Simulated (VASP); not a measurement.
# CaSe (Fm-3m) in VASP: single point with LDA

Aim: the single point of CaSe with LDA.

All numbers are computed with VASP 6.6.1; they aren't measurements. Logs are shortened: lines on timing, memory, paths and dates and some standing lists are left out, and cuts for length are marked.

**1. The cell of the first run**

The structure is cubic, space group Fm-3m (No. 225). Conventional cell: a = 5.957 Å, b = 5.957 Å, c = 5.957 Å, α = 90.00°, β = 90.00°, γ = 90.00°. Ca (site symmetry m-3m) has 6 Se at 2.98 Å within 3.9 Å. Se (site symmetry m-3m) has 6 Ca at 2.98 Å within 3.9 Å.

**2. Single point, LDA**

The input, POSCAR:

```
CaSe
1.0
    0.0000000000      2.9786908139      2.9786908139
    2.9786908139      0.0000000000      2.9786908139
    2.9786908139      2.9786908139      0.0000000000
Ca Se
1 1
Direct
    0.5000000000      0.5000000000      0.5000000000
    0.0000000000      0.0000000000      0.0000000000
```

The input, INCAR.step1:

```
SYSTEM = CaSe
PREC = Accurate ; ENCUT = 520
EDIFF = 1E-7 ; ISMEAR = 0
SIGMA = 0.02 ; LREAL = .FALSE.
LASPH = .TRUE. ; NELM = 100
ALGO = Normal ; ISIF = 2
LWAVE = .FALSE. ; LCHARG = .TRUE.
GGA = CA ; NBANDS = 15
```

The input, KPOINTS.step1:

```
regular mesh
0
G
  8 8 8
  0 0 0
```

The input, INCAR.step2:

```
SYSTEM = CaSe
PREC = Accurate ; ENCUT = 520
EDIFF = 1E-7 ; ISMEAR = -5
SIGMA = 0.02 ; LREAL = .FALSE.
LASPH = .TRUE. ; NELM = 100
ALGO = Normal ; ISIF = 2
LWAVE = .FALSE. ; LCHARG = .FALSE.
GGA = CA ; LORBIT = 11
NBANDS = 15 ; NEDOS = 2001
ICHARG = 11
```

The input, KPOINTS.step2:

```
regular mesh
0
G
  12 12 12
  0 0 0
```

Potentials or basis: VASP PAW LDA potentials, release 64 (Ca_sv, Se).

On the command line:

```
$ cat potpaw_LDA.64/Ca_sv/POTCAR potpaw_LDA.64/Se/POTCAR > POTCAR
$ cp INCAR.step1 INCAR
$ cp KPOINTS.step1 KPOINTS
$ mpirun -np 1 vasp_std > vasp.out
$ cp INCAR.step2 INCAR
$ cp KPOINTS.step2 KPOINTS
$ mpirun -np 1 vasp_std > vasp.out
```

OUTCAR:

```text
SYSTEM = CaSe
   PREC = Accurate
   ENCUT = 520
   EDIFF = 1E-7
   ISMEAR = -5
   LREAL = .FALSE.
   LASPH = .TRUE.
   NELM = 100
   ISIF = 2
   GGA = CA
   LORBIT = 11
   ICHARG = 11

 ion  position               nearest neighbor table
   1  0.500  0.500  0.500-   2 2.98   2 2.98   2 2.98   2 2.98   2 2.98   2 2.98
   2  0.000  0.000  0.000-   1 2.98   1 2.98   1 2.98   1 2.98   1 2.98   1 2.98

  LATTYP: Found a face centered cubic cell.
 ALAT       =     5.9573816278

  Lattice vectors:

 A1 = (   0.0000000000,   2.9786908139,   2.9786908139)
 A2 = (   2.9786908139,   0.0000000000,   2.9786908139)
 A3 = (   2.9786908139,   2.9786908139,   0.0000000000)

Analysis of symmetry for initial positions (statically):
=====================================================================
 Subroutine PRICEL returns:
 Original cell was already a primitive cell.

 Routine SETGRP: Setting up the symmetry group for a
 face centered cubic supercell.

 Subroutine GETGRP returns: Found 48 space group operations
 (whereof 48 operations were pure point group operations)
 out of a pool of 48 trial point group operations.

The static configuration has the point symmetry O_h .

Analysis of symmetry for dynamics (positions and initial velocities):
=====================================================================
 Subroutine PRICEL returns:
 Original cell was already a primitive cell.

 Routine SETGRP: Setting up the symmetry group for a
 face centered cubic supercell.

 Subroutine GETGRP returns: Found 48 space group operations
 (whereof 48 operations were pure point group operations)
 out of a pool of 48 trial point group operations.

The dynamic configuration has the point symmetry O_h .

 Subroutine INISYM returns: Found 48 space group operations
 (whereof 48 operations are pure point group operations),
 and found     1 'primitive' translations

----------------------------------------------------------------------------------------

                                     Primitive cell

  volume of cell :      52.8575

  direct lattice vectors                    reciprocal lattice vectors
     0.000000000  2.978690814  2.978690814    -0.167858979  0.167858979  0.167858979
     2.978690814  0.000000000  2.978690814     0.167858979 -0.167858979  0.167858979
     2.978690814  2.978690814  0.000000000     0.167858979  0.167858979 -0.167858979

  length of vectors
     4.212504947  4.212504947  4.212504947     0.290740281  0.290740281  0.290740281

  position of ions in fractional coordinates (direct lattice)
     0.500000000  0.500000000  0.500000000
     0.000000000  0.000000000  0.000000000

  ion indices of the primitive-cell ions
   primitive index   ion index
                 1           1
                 2           2

----------------------------------------------------------------------------------------

 KPOINTS: regular mesh

Automatic generation of k-mesh.
 Grid dimensions read from file:
 generate k-points for:   12   12   12

 Generating k-lattice:

  Cartesian coordinates                     Fractional coordinates (reciprocal lattice)
    -0.013988248  0.013988248  0.013988248     0.083333333  0.000000000  0.000000000
     0.013988248 -0.013988248  0.013988248     0.000000000  0.083333333  0.000000000
     0.013988248  0.013988248 -0.013988248     0.000000000  0.000000000  0.083333333

  Length of vectors
     0.024228357  0.024228357  0.024228357

  Shift w.r.t. Gamma in fractional coordinates (k-lattice)
     0.000000000  0.000000000  0.000000000

 TETIRR: Found    247 inequivalent tetrahedra from    10368

 Subroutine IBZKPT returns following result:
 ===========================================

 Found     72 irreducible k-points:

 Following reciprocal coordinates:
            Coordinates               Weight
  0.000000  0.000000  0.000000      1.000000
  0.083333  0.000000  0.000000      8.000000
  0.166667  0.000000  0.000000      8.000000
  0.250000  0.000000  0.000000      8.000000
  0.333333  0.000000  0.000000      8.000000
  0.416667  0.000000  0.000000      8.000000
[... 16 lines left out ...]
  0.500000  0.166667  0.000000     24.000000
 -0.416667  0.166667  0.000000     24.000000
 [... further k-points ...]
   k-points           NKPTS =     72   k-points in BZ     NKDIM =     72   number of bands    NBANDS=     15
   number of dos      NEDOS =   2001   number of ions     NIONS =      2
   total plane-waves  NPLWV =  32768
   dimension x,y,z NGX =    32 NGY =   32 NGZ =   32
   dimension x,y,z NGXF=    64 NGYF=   64 NGZF=   64
   ions per type =               1   1
   NGX,Y,Z   is equivalent  to a cutoff of  12.63, 12.63, 12.63 a.u.
   NGXF,Y,Z  is equivalent  to a cutoff of  25.26, 25.26, 25.26 a.u.
 SYSTEM =  CaSe
   PREC   = accura    normal or accurate (medium, high low for compatibility)
   ISTART =      0    job   : 0-new  1-cont  2-samecut
   ICHARG =     11    charge: 1-file 2-atom 10-const
   ISPIN  =      1    spin polarized calculation?
   LNONCOLLINEAR =      F non collinear calculations
   LSORBIT =      F    spin-orbit coupling
   LASPH  =      T    aspherical Exc in radial PAW
   ENCUT  =  520.0 eV  38.22 Ry    6.18 a.u.   7.83  7.83  7.83*2*pi/ulx,y,z
   NELM   =    100;   NELMIN=  2; NELMDL=  0     # of ELM steps
   EDIFF  = 0.1E-06   stopping-criterion for ELM
   LREAL  =      F    real-space projection
   EDIFFG = 0.1E-05   stopping-criterion for IOM
   NSW    =      0    number of steps for IOM
   IBRION =     -1    ionic relax: 0-MD 1-quasi-New 2-CG
   NFREE  =      0    steps in history (QN), initial steepest desc. (CG)
   ISIF   =      2    stress and relaxation
   ISYM   =      2    0-nonsym 1-usesym 2-fastsym
   POTIM  = 0.5000    time-step for ionic-motion
   TEBEG  =    0.0;   TEEND  =   0.0 temperature during run
   PSTRESS=    0.0 pullay stress
   NELECT =      16.0000    total number of electrons
   NUPDOWN=      -1.0000    fix difference up-down
   EMIN   =  10.00;   EMAX   =-10.00  energy-range for DOS
   EFERMI =   0.00;   METHOD = LEGACY
   ISMEAR =    -5;   SIGMA  =   0.02  broadening in eV -4-tet -1-fermi 0-gaus
   EFERMI_NEDOS =   21; number of points for ismear=-14 and -15
   IALGO  =     38    algorithm
   IMIX   =      4    mixing-type and parameters
     AMIX     =   0.40;   BMIX     =  1.00
     AMIX_MAG =   1.60;   BMIX_MAG =  1.00
  volume/ion in A,a.u.               =      26.43       178.35
  Fermi-wavevector in a.u.,A,eV,Ry     =   1.099207  2.077200 16.439315  1.208256
  Thomas-Fermi vector in A             =   2.235597
   LORBIT       =     11    0 simple, 1 ext, 2 COOP (PROOUT), +10 PAW based schemes
   GGA     = CA    functional components
   LHFCALC =     F    Hartree Fock is set to
   AEXX    =    0.0000 exact exchange contribution
   IVDW    =     0    specifies the selected vdW correction
   LEPSILON=     F    determine dielectric tensor
   LRPA    =     F    only Hartree local field effects (RPA)
 non-spin polarized calculation
 Fermi weights with tetrahedron method with Bloechl corrections
  energy-cutoff  :      520.00
  volume of cell :       52.86
 maximum number of plane-waves:      1435

 number of electron      15.9999999 magnetization

 Free energy of the ion-electron system (eV)
  ---------------------------------------------------
  ext. energy  EPLUGINS =         0.00000000
  ---------------------------------------------------
  free energy    TOTEN  =       -10.53216624 eV

  energy without entropy =      -10.53216624  energy(sigma->0) =      -10.53216624

 E-fermi :   2.2025     XC(G=0):  -9.4078

 val. band max:        2.1994401742   @ k =   0.0000   0.0000   0.0000
 cond. band min:       4.1133522345   @ k =   0.5000   0.5000   0.0000
 fundamental gap:      1.9139120602
 Fermi energy:         2.2024847266

 k-point     1 :       0.0000    0.0000    0.0000
  band No.  band energies     occupation
      1     -37.1412      2.00000
      2     -18.4279      2.00000
      3     -18.4279      2.00000
      4     -18.4279      2.00000
      5      -9.5669      2.00000
      6       2.1994      2.00000
      7       2.1994      2.00000
      8       2.1994      2.00000
      9       5.1913      0.00000
     10       5.7522      0.00000
     11       5.7522      0.00000
     12       5.7522      0.00000
     13       6.3385      0.00000
     14       6.3385      0.00000
     15      11.7413      0.00000

 k-point     2 :       0.0833    0.0000    0.0000
  band No.  band energies     occupation
      1     -37.1408      2.00000
      2     -18.4355      2.00000
      3     -18.4285      2.00000
      4     -18.4285      2.00000
      5      -9.5265      2.00000
      6       1.7988      2.00000
      7       2.0854      2.00000
      8       2.0854      2.00000
      9       5.4913      0.00000
     10       5.8499      0.00000
     11       5.8499      0.00000
     12       5.9034      0.00000
     13       6.5197      0.00000
     14       6.5197      0.00000
     15      11.8539      0.00000

 k-point     3 :       0.1667    0.0000    0.0000
  band No.  band energies     occupation
      1     -37.1396      2.00000
      2     -18.4561      2.00000
      3     -18.4299      2.00000
      4     -18.4299      2.00000
      5      -9.4134      2.00000
      6       0.9987      2.00000
      7       1.8137      2.00000
      8       1.8137      2.00000
      9       5.6285      0.00000
     10       6.1014      0.00000
     11       6.1014      0.00000
     12       6.7289      0.00000
     13       7.0191      0.00000
     14       7.0191      0.00000
     15      11.8213      0.00000

 k-point     4 :       0.2500    0.0000    0.0000
  band No.  band energies     occupation
      1     -37.1379      2.00000
      2     -18.4839      2.00000
      3     -18.4318      2.00000
      4     -18.4318      2.00000
      5      -9.2522      2.00000
      6       0.1888      2.00000
      7       1.5055      2.00000
      8       1.5055      2.00000
      9       5.7368      0.00000
     10       6.4648      0.00000
     11       6.4648      0.00000
     12       7.6469      0.00000
     13       7.7063      0.00000
     14       7.7063      0.00000
     15      11.3726      0.00000
[... 307 lines left out ...]
 k-point    22 :       0.4167    0.1667    0.0000
  band No.  band energies     occupation
      1     -37.1349      2.00000
      2     -18.5114      2.00000
      3     -18.4449      2.00000
      4     -18.4428      2.00000
      5      -9.0163      2.00000
      6      -0.5032      2.00000
      7       0.9230      2.00000
      8       1.2197      2.00000
      9       5.6240      0.00000
     10       7.3464      0.00000
     11       7.4397      0.00000
     12       7.7817      0.00000
     13       7.9366      0.00000
     14       9.5944      0.00000
     15       9.9149      0.00000

 k-point    23 :       0.5000    0.1667    0.0000
  band No.  band energies     occupation
      1     -37.1341      2.00000
      2     -18.5234      2.00000
      3     -18.4494      2.00000
      4     -18.4418      2.00000
      5      -8.9298      2.00000
      6      -0.7368      2.00000
      7       0.7482      2.00000
      8       1.0756      2.00000
      9       6.0786      0.00000
     10       7.4730      0.00000
     11       7.6063      0.00000
     12       7.7995      0.00000
     13       8.4352      0.00000
     14       9.2988      0.00000
     15      10.0101      0.00000

 k-point    24 :      -0.4167    0.1667    0.0000
  band No.  band energies     occupation
      1     -37.1340      2.00000
      2     -18.5249      2.00000
      3     -18.4528      2.00000
      4     -18.4392      2.00000
      5      -8.9118      2.00000
      6      -0.7814      2.00000
      7       0.7161      2.00000
      8       1.0198      2.00000
      9       6.5622      0.00000
     10       7.0957      0.00000
     11       7.3931      0.00000
     12       7.9921      0.00000
     13       8.6516      0.00000
     14       9.0816      0.00000
     15      10.5843      0.00000

 [... further k-points ...]
[... 5 lines left out ...]
  --------------------------------------------------------------------------------------
  -------------------------------------------------------------------------------------
  Total       -1.2785955     -1.2785955     -1.2785955      0.0000000      0.0000000     -0.0000000
  in kB      -38.7558694    -38.7558694    -38.7558694      0.0000000      0.0000000     -0.0000000
  external PRESSURE =     -38.7558694 kB  Pullay stress =       0.0000000 kB

 VOLUME and BASIS-vectors are now :
 -----------------------------------------------------------------------------
  energy-cutoff  :      520.00
  volume of cell :       52.86
      direct lattice vectors                 reciprocal lattice vectors
     0.000000000  2.978690814  2.978690814    -0.167858979  0.167858979  0.167858979
     2.978690814  0.000000000  2.978690814     0.167858979 -0.167858979  0.167858979
     2.978690814  2.978690814  0.000000000     0.167858979  0.167858979 -0.167858979

 POSITION                                       TOTAL-FORCE (eV/Angst)
 -----------------------------------------------------------------------------------
      2.97869      2.97869      2.97869         0.000000     -0.000000     -0.000000
      0.00000      0.00000      0.00000        -0.000000      0.000000      0.000000
 -----------------------------------------------------------------------------------
    total drift:                                0.000000     -0.000000      0.000000

  FREE ENERGIE OF THE ION-ELECTRON SYSTEM (eV)
  ---------------------------------------------------
  free  energy   TOTEN  =       -10.5321662445 eV

  energy  without entropy=      -10.5321662445  energy(sigma->0) =      -10.53216624

 total charge

# of ion       s       p       d       tot
------------------------------------------
    1        2.032   5.842   0.241   8.116
    2        1.436   2.468   0.005   3.909
--------------------------------------------------
tot          3.468   8.310   0.246  12.025
```

Wall time 70 s (1 thread of Intel Xeon 8259CL, shared host); peak memory 0.19 GiB.

Results:

| Quantity | Value |
| --- | --- |
| Valence electrons inside the program's atomic spheres | Ca 8.12; Se 3.91 |

Levels at points of the mesh, in eV from the valence-band top:
```tsv
k point	band 6	band 7	band 8	band 9	band 10	band 11
(0.00, 0.00, 0.00)	0.00	0.00	0.00	2.99	3.55	3.55
(0.50, 0.00, 0.00)	-3.26	-1.18	-1.18	4.34	5.26	5.30
(0.50, 0.50, 0.00)	-2.49	-0.92	-0.92	1.91	4.74	4.89
```
